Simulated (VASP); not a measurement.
Crystal: InSb.

```
CELL_PARAMETERS angstrom
0.00000 3.26004 3.26004
3.26004 0.00000 3.26004
3.26004 3.26004 0.00000
ATOMIC_POSITIONS crystal
In 0.00000 0.00000 0.00000
Sb 0.25000 0.25000 0.25000
```

Base run:

* Program: VASP 6.6.1
* Functional: PBEsol
* Potentials or basis: VASP PAW PBE potentials, release 64 (In_d, Sb)
* Cutoff: 520 eV
* k mesh: 6 × 6 × 6
* Occupations: fermi-dirac, width 0.05 eV
* Spin: no spin polarisation

Its results: band gap on the k mesh zero (filled and empty bands touch); pressure 0.1 GPa.

Question: The run is repeated on the same cell with these changes: functional from PBEsol to r2SCAN; further incar settings from ALGO = Normal; EDIFF = 1e-06; NBANDS = 16 to ALGO = Normal; EDIFF = 1e-07; NBANDS = 16. What comes out?

Answer: Band gap on the k mesh 0.12 eV, direct; pressure 0.8 GPa.

Caveats: the PAW data sets were made with another functional, which shifts forces and pressure a little; spin-orbit coupling is left out, which moves the levels of the heavy elements.

